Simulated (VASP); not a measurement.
Crystal: KTeO3.

```
K Te O
1.0
     4.38000    0.00000    0.00000
     0.00000    4.38000    0.00000
     0.00000    0.00000    4.38000
K Te O
1 1 3
Direct
  0.00000 0.00000 0.00000
  0.50000 0.50000 0.50000
  0.50000 0.50000 0.00000
  0.00000 0.50000 0.50000
  0.50000 0.00000 0.50000
```

- Program: VASP 6.6.1
- Task: relaxation of cell and atoms
- Functional: LDA
- Potentials or basis: VASP PAW LDA potentials, release 64 (K_sv, Te, O)
- Cutoff: 600 eV
- k mesh: 4 × 4 × 4
- Occupations: fermi-dirac, width 0.1 eV
- Spin: no spin polarisation

At the start: pressure -20.3 GPa; volume 16.81 Å³/atom.

Question: How do energy, volume and symmetry change on relaxing?

Answer: Over 3 steps the energy falls by 304.4 meV/atom and the volume is 13.16 Å³/atom (-21.7 %); space group Pm-3m (No. 221, to 0.1 Å) before and after.

Step by step:
```tsv
step	energy change (eV)	largest force (eV/Å)	pressure (GPa)	volume (Å³)
1	0.0000	0.0000	-20.30	84.03
2	-1.2886	0.0000	15.83	60.70
3	-1.5222	0.0000	0.01	65.81
```

Final structure:
```yaml
crystal:
  lattice:
    - [4.03742, 0.00000, 0.00000]
    - [0.00000, 4.03742, 0.00000]
    - [0.00000, 0.00000, 4.03742]
  atoms:
    - { symbol: K, position: [0.00000, 0.00000, 0.00000] }
    - { symbol: Te, position: [0.50000, 0.50000, 0.50000] }
    - { symbol: O, position: [0.50000, 0.50000, 0.00000] }
    - { symbol: O, position: [0.00000, 0.50000, 0.50000] }
    - { symbol: O, position: [0.50000, 0.00000, 0.50000] }
```

Caveat: the volume moved by over 15 % at a fixed basis, so the end points are rough; an odd number of electrons without spin polarisation forces a metal; a magnetic or distorted state may lie lower.
